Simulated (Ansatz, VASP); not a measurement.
# One calculation of GaP, two programs

```xyz
6
Lattice="3.6562 0.0000 0.0000 -1.8281 3.1664 0.0000 0.0000 0.0000 8.0072" Properties=species:S:1:pos:R:3 pbc="T T T"
Ga   -0.9141    1.5832    1.3345
Ga    0.9141    1.5832    6.6727
Ga    1.8281    0.0000    4.0036
P     0.9141    1.5832    2.6691
P     1.8281    0.0000    0.0000
P    -0.9141    1.5832    5.3382
```

Alike in both runs: task relaxation of cell and atoms; functional PBE; k mesh 6 × 6 × 2; occupations gaussian, width 0.1 eV; no spin polarisation.

|  | VASP | Ansatz |
| --- | --- | --- |
| version | VASP 6.6.1 | Ansatz 0.2.0 |
| potentials or method | VASP PAW PBE potentials, release 64 (Ga_d, P), cutoff 600 eV | scalar-relativistic, plane waves, PAW |
| valence electrons in the cell | 54 | 54 |

Ansatz gave:

- gap on the k mesh at the Fermi level, each at its own relaxed structure (eV): 0.25
- relaxed volume (Å³/atom): 18.81
- relaxed length of the cell vector where the two differ most in proportion (Å): 3.898

Task: Which values does VASP return?

Result: gap on the k mesh at the Fermi level, each at its own relaxed structure (eV): 0.24; relaxed volume (Å³/atom): 18.84; relaxed length of the cell vector where the two differ most in proportion (Å): 3.904.

Noted on VASP's run: the volume moved by over 15 % at a fixed basis, so the end points are rough.
